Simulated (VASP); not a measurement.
## MgO: single point with r2SCAN

System: MgO, a slab with vacuum.

```
Mg O
1.0
     2.97283    0.00000    0.00000
     0.00000    4.20422    0.00000
     0.00000    0.00000   25.40491
Mg O
8 8
Direct
  0.50000 0.50000 0.29522
  0.00000 0.00000 0.35373
  0.50000 0.50000 0.41224
  0.00000 0.00000 0.47075
  0.50000 0.50000 0.52925
  0.00000 0.00000 0.58776
  0.50000 0.50000 0.64627
  0.00000 0.00000 0.70478
  0.50000 0.00000 0.29522
  0.00000 0.50000 0.35373
  0.50000 0.00000 0.41224
  0.00000 0.50000 0.47075
  0.50000 0.00000 0.52925
  0.00000 0.50000 0.58776
  0.50000 0.00000 0.64627
  0.00000 0.50000 0.70478
```

```yaml
Program: VASP 6.6.1
Task: single point
Functional: r2SCAN
Potentials_or_basis: VASP PAW PBE potentials, release 64 (Mg, O)
Cutoff: 520 eV
k_mesh: 9 × 6 × 1
Occupations: gaussian, width 0.05 eV
Spin: no spin polarisation
```

The largest force is 1.307 eV/Å. The band gap on the k mesh is 2.10 eV.

Forces in eV/Å, atoms in the order of the input:
```
Mg   0.000  0.000  1.307
Mg   0.000  0.000 -1.016
Mg   0.000  0.000  0.036
Mg   0.000  0.000 -0.026
Mg   0.000  0.000  0.026
Mg   0.000  0.000 -0.036
Mg   0.000  0.000  1.016
Mg   0.000  0.000 -1.307
O    0.000  0.000  0.211
O    0.000  0.000 -0.617
O    0.000  0.000  0.210
O    0.000  0.000 -0.066
O    0.000  0.000  0.066
O    0.000  0.000 -0.210
O    0.000  0.000  0.617
O    0.000  0.000 -0.211
```

Levels at points of the mesh, in eV from the valence-band top:
```tsv
k point	band 29	band 30	band 31	band 32	band 33	band 34	band 35	band 36
(0.00, 0.00, 0.00)	-1.28	-1.21	0.00	0.00	2.10	2.17	4.33	4.83
(0.00, 0.50, 0.00)	-1.20	-1.20	-0.09	-0.09	3.20	3.20	6.01	6.01
```

Run time: 44 min on 1 thread of Oxide Virtual Turin-like Processor (shared host), peak memory 0.49 GiB.

Caveat: the PAW data sets were made with another functional, which shifts forces and pressure a little.
